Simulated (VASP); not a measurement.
ZnS (rocksalt type), 2 atoms in the cell. Symmetry: Fm-3m, No. 225, cubic system. The conventional cell has a = 4.700 Å, b = 4.700 Å, c = 4.700 Å, α = 90.00°, β = 90.00°, γ = 90.00°. Zn (site symmetry m-3m) has 6 S at 2.35 Å within 3.1 Å. S (site symmetry m-3m) has 6 Zn at 2.35 Å within 3.1 Å. 

* Program: VASP 6.6.1
* Task: single point
* Functional: PBE
* Potentials or basis: VASP PAW PBE potentials, release 64 (Zn, S)
* Cutoff: 520 eV
* k mesh: 15 × 15 × 15
* Occupations: fermi-dirac, width 0.1 eV
* Spin: no spin polarisation
* Dipole correction: no
* Further INCAR settings: ALGO = Normal; EDIFF = 1e-06; NBANDS = 16

Potentials or basis: VASP PAW PBE potentials, release 64 (Zn, S).

The run is started by

```console
$ cat potpaw_PBE.64/Zn/POTCAR potpaw_PBE.64/S/POTCAR > POTCAR
$ mpirun -np 1 vasp_std > vasp.out
```

Hardware: 1 thread of Intel Xeon 8259CL (shared host).

Question: How long does it take, and how much memory?

Answer: It took 90 s on 1 thread of Intel Xeon 8259CL, with other jobs on the host, peak memory 0.19 GiB. Counts: scf iterations 13, k points 120.
